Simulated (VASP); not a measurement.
# LiSb3 (Pm-3m) in VASP: single point with PBE

Aim: the single point of LiSb3 with PBE.

All numbers are computed with VASP 6.6.1; they aren't measurements. Logs are shortened: lines on timing, memory, paths and dates and some standing lists are left out, and cuts for length are marked.

## (1) The cell of the first run

The structure is cubic, space group Pm-3m (No. 221). Conventional cell: a = 4.681 Å, b = 4.681 Å, c = 4.681 Å, α = 90.00°, β = 90.00°, γ = 90.00°. Li (site symmetry m-3m) has 12 Sb at 3.31 Å within 4.4 Å. Sb (site symmetry 4/mmm) has 4 Li at 3.31 Å and 8 Sb at 3.31 Å within 4.4 Å.

## (2) Single point, PBE

INCAR

```
SYSTEM = LiSb3
ALGO     = Normal         ! electronic algorithm
EDIFF    = 1E-6           ! SCF threshold, eV
ENCUT    = 750            ! plane-wave cutoff, eV
GGA      = PE             ! functional
GGA_COMPAT= .False.      
ISIF     = 2              ! what is computed and relaxed
ISMEAR   = -1             ! smearing method
LASPH    = .True.         ! aspherical terms in the spheres
LCHARG   = .False.        ! write CHGCAR
LREAL    = .False.        ! projectors in reciprocal space
LWAVE    = .False.        ! write WAVECAR
NBANDS   = 17             ! bands
NELM     = 120            ! most SCF steps
PREC     = Accurate       ! precision mode
SIGMA    = 0.05           ! smearing width, eV
```

KPOINTS

```
k-points
0
Gamma
  3 3 3
  0 0 0
```

POSCAR

```
LiSb3
1.0
    4.6810210000      0.0000000000      0.0000000000
    0.0000000000      4.6810210000      0.0000000000
    0.0000000000      0.0000000000      4.6810210000
Li Sb
1 3
Direct
    0.0000000000      0.0000000000      0.0000000000
    0.5000000000      0.0000000000      0.5000000000
    0.0000000000      0.5000000000      0.5000000000
    0.5000000000      0.5000000000      0.0000000000
```

Potentials or basis: VASP PAW PBE potentials, release 64 (Li_sv, Sb).

Run with:

```console
$ cat potpaw_PBE.64/Li_sv/POTCAR potpaw_PBE.64/Sb/POTCAR > POTCAR
$ mpirun -np 1 vasp_std > vasp.out
```

OUTCAR:

```text
SYSTEM = LiSb3
   EDIFF = 1E-6
   ENCUT = 750
   GGA = PE
   ISIF = 2
   ISMEAR = -1
   LASPH = .True.
   LREAL = .False.
   NELM = 120
   PREC = Accurate

 ion  position               nearest neighbor table
   1  0.000  0.000  0.000-
   2  0.500  0.000  0.500-   3 3.31   4 3.31   4 3.31   3 3.31   4 3.31   4 3.31   3 3.31   3 3.31

   3  0.000  0.500  0.500-   2 3.31   4 3.31   4 3.31   2 3.31   2 3.31   4 3.31   4 3.31   2 3.31

   4  0.500  0.500  0.000-   2 3.31   3 3.31   2 3.31   3 3.31   2 3.31   2 3.31   3 3.31   3 3.31

  LATTYP: Found a simple cubic cell.
 ALAT       =     4.6810210000

  Lattice vectors:

 A1 = (   4.6810210000,   0.0000000000,   0.0000000000)
 A2 = (   0.0000000000,   4.6810210000,   0.0000000000)
 A3 = (   0.0000000000,   0.0000000000,   4.6810210000)

Analysis of symmetry for initial positions (statically):
=====================================================================
 Subroutine PRICEL returns:
 Original cell was already a primitive cell.

 Routine SETGRP: Setting up the symmetry group for a
 simple cubic supercell.

 Subroutine GETGRP returns: Found 48 space group operations
 (whereof 48 operations were pure point group operations)
 out of a pool of 48 trial point group operations.

The static configuration has the point symmetry O_h .

Analysis of symmetry for dynamics (positions and initial velocities):
=====================================================================
 Subroutine PRICEL returns:
 Original cell was already a primitive cell.

 Routine SETGRP: Setting up the symmetry group for a
 simple cubic supercell.

 Subroutine GETGRP returns: Found 48 space group operations
 (whereof 48 operations were pure point group operations)
 out of a pool of 48 trial point group operations.

The dynamic configuration has the point symmetry O_h .

 Subroutine INISYM returns: Found 48 space group operations
 (whereof 48 operations are pure point group operations),
 and found     1 'primitive' translations

----------------------------------------------------------------------------------------

                                     Primitive cell

  volume of cell :     102.5703

  direct lattice vectors                    reciprocal lattice vectors
     4.681021000  0.000000000  0.000000000     0.213628608  0.000000000  0.000000000
     0.000000000  4.681021000  0.000000000     0.000000000  0.213628608  0.000000000
     0.000000000  0.000000000  4.681021000     0.000000000  0.000000000  0.213628608

  length of vectors
     4.681021000  4.681021000  4.681021000     0.213628608  0.213628608  0.213628608

  position of ions in fractional coordinates (direct lattice)
     0.000000000  0.000000000  0.000000000
     0.500000000  0.000000000  0.500000000
     0.000000000  0.500000000  0.500000000
     0.500000000  0.500000000  0.000000000

  ion indices of the primitive-cell ions
   primitive index   ion index
                 1           1
                 2           2
                 3           3
                 4           4

----------------------------------------------------------------------------------------

 KPOINTS: k-points

Automatic generation of k-mesh.
 Grid dimensions read from file:
 generate k-points for:    3    3    3

 Generating k-lattice:

  Cartesian coordinates                     Fractional coordinates (reciprocal lattice)
     0.071209536  0.000000000  0.000000000     0.333333333  0.000000000  0.000000000
     0.000000000  0.071209536  0.000000000     0.000000000  0.333333333  0.000000000
     0.000000000  0.000000000  0.071209536     0.000000000  0.000000000  0.333333333

  Length of vectors
     0.071209536  0.071209536  0.071209536

  Shift w.r.t. Gamma in fractional coordinates (k-lattice)
     0.000000000  0.000000000  0.000000000

 Subroutine IBZKPT returns following result:
 ===========================================

 Found      4 irreducible k-points:

 Following reciprocal coordinates:
            Coordinates               Weight
  0.000000  0.000000  0.000000      1.000000
  0.333333  0.000000  0.000000      6.000000
  0.333333  0.333333  0.000000     12.000000
  0.333333  0.333333  0.333333      8.000000
   k-points           NKPTS =      4   k-points in BZ     NKDIM =      4   number of bands    NBANDS=     17
   number of dos      NEDOS =    301   number of ions     NIONS =      4
   total plane-waves  NPLWV =  74088
   dimension x,y,z NGX =    42 NGY =   42 NGZ =   42
   dimension x,y,z NGXF=    84 NGYF=   84 NGZF=   84
   ions per type =               1   3
   NGX,Y,Z   is equivalent  to a cutoff of  14.92, 14.92, 14.92 a.u.
   NGXF,Y,Z  is equivalent  to a cutoff of  29.83, 29.83, 29.83 a.u.
 SYSTEM =  LiSb3
   PREC   = accura    normal or accurate (medium, high low for compatibility)
   ISTART =      0    job   : 0-new  1-cont  2-samecut
   ICHARG =      2    charge: 1-file 2-atom 10-const
   ISPIN  =      1    spin polarized calculation?
   LNONCOLLINEAR =      F non collinear calculations
   LSORBIT =      F    spin-orbit coupling
   LASPH  =      T    aspherical Exc in radial PAW
   ENCUT  =  750.0 eV  55.12 Ry    7.42 a.u.  10.45 10.45 10.45*2*pi/ulx,y,z
   NELM   =    120;   NELMIN=  2; NELMDL= -5     # of ELM steps
   EDIFF  = 0.1E-05   stopping-criterion for ELM
   LREAL  =      F    real-space projection
   EDIFFG = 0.1E-04   stopping-criterion for IOM
   NSW    =      0    number of steps for IOM
   IBRION =     -1    ionic relax: 0-MD 1-quasi-New 2-CG
   NFREE  =      0    steps in history (QN), initial steepest desc. (CG)
   ISIF   =      2    stress and relaxation
   ISYM   =      2    0-nonsym 1-usesym 2-fastsym
   POTIM  = 0.5000    time-step for ionic-motion
   TEBEG  =    0.0;   TEEND  =   0.0 temperature during run
   PSTRESS=    0.0 pullay stress
   NELECT =      18.0000    total number of electrons
   NUPDOWN=      -1.0000    fix difference up-down
   EMIN   =  10.00;   EMAX   =-10.00  energy-range for DOS
   EFERMI =   0.00;   METHOD = LEGACY
   ISMEAR =    -1;   SIGMA  =   0.05  broadening in eV -4-tet -1-fermi 0-gaus
   EFERMI_NEDOS =   21; number of points for ismear=-14 and -15
   IALGO  =     38    algorithm
   IMIX   =      4    mixing-type and parameters
     AMIX     =   0.40;   BMIX     =  1.00
     AMIX_MAG =   1.60;   BMIX_MAG =  1.00
  volume/ion in A,a.u.               =      25.64       173.04
  Fermi-wavevector in a.u.,A,eV,Ry     =   0.916555  1.732037 11.429882  0.840073
  Thomas-Fermi vector in A             =   2.041423
   LORBIT       =      0    0 simple, 1 ext, 2 COOP (PROOUT), +10 PAW based schemes
   GGA     = PE    functional components
   LHFCALC =     F    Hartree Fock is set to
   AEXX    =    0.0000 exact exchange contribution
   IVDW    =     0    specifies the selected vdW correction
   LEPSILON=     F    determine dielectric tensor
   LRPA    =     F    only Hartree local field effects (RPA)
 non-spin polarized calculation
  energy-cutoff  :      750.00
  volume of cell :      102.57
 maximum number of plane-waves:      4801
 NGX is ok and might be reduce to    42
   NGX = 21   NGY = 21   NGZ = 21

 number of electron      17.9999993 magnetization

 Free energy of the ion-electron system (eV)
  ---------------------------------------------------
  ext. energy  EPLUGINS =         0.00000000
  ---------------------------------------------------
  free energy    TOTEN  =       -14.27386710 eV

  energy without entropy =      -14.24498323  energy(sigma->0) =      -14.25942517

 E-fermi :   6.8743     XC(G=0):  -9.4918

 val. band max:        6.2936840135   @ k =   0.3333   0.0000   0.0000
 cond. band min:       6.9094270293   @ k =   0.3333   0.3333   0.0000
 fundamental gap:      0.6157430159
 Fermi energy:         6.8743337685

 k-point     1 :       0.0000    0.0000    0.0000
  band No.  band energies     occupation
      1     -40.5701      2.00000
      2      -5.3864      2.00000
      3      -0.3916      2.00000
      4      -0.3916      2.00000
      5       2.6836      2.00000
      6       2.6836      2.00000
[... 9 lines left out ...]
     16      12.2278      0.00000
     17      12.3449      0.00000

 k-point     2 :       0.3333    0.0000    0.0000
  band No.  band energies     occupation
      1     -40.5701      2.00000
      2      -4.7651      2.00000
      3      -2.3567      2.00000
      4      -0.2184      2.00000
      5       3.3707      2.00000
      6       3.3707      2.00000
[... 9 lines left out ...]
     16      12.9036      0.00000
     17      13.1287      0.00000

 k-point     3 :       0.3333    0.3333    0.0000
  band No.  band energies     occupation
      1     -40.5701      2.00000
      2      -4.1246      2.00000
      3      -2.2911      2.00000
      4      -1.5901      2.00000
      5       2.8537      2.00000
      6       3.9921      2.00000
[... 9 lines left out ...]
     16      11.6122      0.00000
     17      13.9450      0.00000

 k-point     4 :       0.3333    0.3333    0.3333
  band No.  band energies     occupation
      1     -40.5700      2.00000
      2      -3.5058      2.00000
      3      -1.9739      2.00000
      4      -1.9739      2.00000
      5       1.5727      2.00000
      6       3.1506      2.00000
[... 9 lines left out ...]
     16      14.0357      0.00000
     17      14.0357      0.00000

------------------------ aborting loop because EDIFF is reached ----------------------------------------

  FORCE on cell =-STRESS in cart. coord.  units (eV):
  Direction    XX          YY          ZZ          XY          YZ          ZX
  --------------------------------------------------------------------------------------
  -------------------------------------------------------------------------------------
  Total        0.0477952      0.0477952      0.0477952      0.0000000      0.0000000      0.0000000
  in kB        0.7465747      0.7465747      0.7465747      0.0000000      0.0000000      0.0000000
  external PRESSURE =       0.7465747 kB  Pullay stress =       0.0000000 kB

 VOLUME and BASIS-vectors are now :
 -----------------------------------------------------------------------------
  energy-cutoff  :      750.00
  volume of cell :      102.57
      direct lattice vectors                 reciprocal lattice vectors
     4.681021000  0.000000000  0.000000000     0.213628608  0.000000000  0.000000000
     0.000000000  4.681021000  0.000000000     0.000000000  0.213628608  0.000000000
     0.000000000  0.000000000  4.681021000     0.000000000  0.000000000  0.213628608

 POSITION                                       TOTAL-FORCE (eV/Angst)
 -----------------------------------------------------------------------------------
      0.00000      0.00000      0.00000         0.000000      0.000000      0.000000
      2.34051      0.00000      2.34051         0.000000      0.000000      0.000000
      0.00000      2.34051      2.34051         0.000000      0.000000      0.000000
      2.34051      2.34051      0.00000         0.000000      0.000000      0.000000
 -----------------------------------------------------------------------------------
    total drift:                               -0.000000     -0.000000      0.000000

  FREE ENERGIE OF THE ION-ELECTRON SYSTEM (eV)
  ---------------------------------------------------
  free  energy   TOTEN  =       -14.2738671031 eV

  energy  without entropy=      -14.2449832343  energy(sigma->0) =      -14.25942517
```

Run time: 18 s. Hardware: 1 thread of Intel Xeon 6975P-C (Granite Rapids), shared host; peak memory 0.24 GiB.

Results:

* Free energy: -14.2739 eV
* Pressure: 0.1 GPa
* Band gap on the k mesh: zero (bands 9 and 10 overlap by 1.97 eV)

Caveat: the k points lie up to 0.45 Å⁻¹ apart, too coarse for converged energies and pressures of a metal; spin-orbit coupling is left out, which moves the levels of the heavy elements.
